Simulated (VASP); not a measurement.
Runs of VASP 6.6.1 on BN. The structure is that of space group P-3m1 (No. 164), or close to it. The cells are those of the table. 

```tsv
cell	gap on the mesh (eV)	pressure (GPa)	largest force (eV/Å)
a = 2.506, b = 2.506, c = 16.234 Å, angles 90.0, 90.0, 60.0°, 8 atoms	4.31	0.2	0.03
a = 2.506, b = 2.506, c = 12.934 Å, angles 90.0, 90.0, 60.0°, 8 atoms	4.16	0.4	0.11
a = 2.506, b = 2.506, c = 15.234 Å, angles 90.0, 90.0, 60.0°, 8 atoms	4.31	0.1	0.04
a = 2.506, b = 2.506, c = 19.234 Å, angles 90.0, 90.0, 60.0°, 8 atoms	4.31	-	0.03
a = 2.506, b = 2.506, c = 13.734 Å, angles 90.0, 90.0, 60.0°, 8 atoms	(b)	0.0	0.05
a = 2.506, b = 2.506, c = 14.734 Å, angles 90.0, 90.0, 60.0°, 8 atoms	4.30	0.1	0.04
a = 2.506, b = 2.506, c = 13.484 Å, angles 90.0, 90.0, 60.0°, 8 atoms	(a)	0.0	0.03
a = 2.506, b = 2.506, c = 14.234 Å, angles 90.0, 90.0, 60.0°, 8 atoms	4.30	0.0	0.05
a = 2.506, b = 2.506, c = 13.984 Å, angles 90.0, 90.0, 60.0°, 8 atoms	4.29	0.0	0.05
```

Alike in all rows: task single point; level PBE+D3(BJ); potentials or basis VASP PAW PBE potentials, release 64 (B, N); no spin polarisation; k mesh 10 × 10 × 2; cutoff (eV) 520; smearing gaussian 0.05 eV.

Q: Fill in the values left out.

A: (a) 4.25; (b) 4.27.

A k mesh can miss the band edges.
